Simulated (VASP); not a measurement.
Crystal: Sb.

```
CELL_PARAMETERS angstrom
4.52770 0.00000 0.00000
0.00000 4.42110 0.00000
-1.32052 0.00000 6.36435
ATOMIC_POSITIONS crystal
Sb 0.33993 0.25000 0.68367
Sb 0.93664 0.75000 0.76276
Sb 0.06336 0.25000 0.23724
Sb 0.66007 0.75000 0.31633
```

Base run:

```yaml
Program: VASP 6.6.1
Functional: LDA
Potentials_or_basis: VASP PAW LDA potentials, release 64 (Sb)
Cutoff: 520 eV
k_mesh: 6 × 6 × 4
Occupations: fermi-dirac, width 0.05 eV
Spin: no spin polarisation
```

Its results: band gap on the k mesh zero (band 10 reaches 6.47 eV, above the bottom of band 11 at 5.96 eV); pressure -3.2 GPa; largest force 0.183 eV/Å.

Problem. The run is repeated on the same cell with these changes: functional from LDA to r2SCAN; potentials or basis from VASP PAW LDA potentials, release 64 (Sb) to VASP PAW PBE potentials, release 64 (Sb). What comes out?

Solution. Band gap on the k mesh zero (band 10 reaches 6.63 eV, above the bottom of band 11 at 6.00 eV); pressure -0.6 GPa; largest force 0.301 eV/Å.

Caveats: spin-orbit coupling is left out, which moves the levels of the heavy elements; the PAW data sets were made with another functional, which shifts forces and pressure a little (some runs).
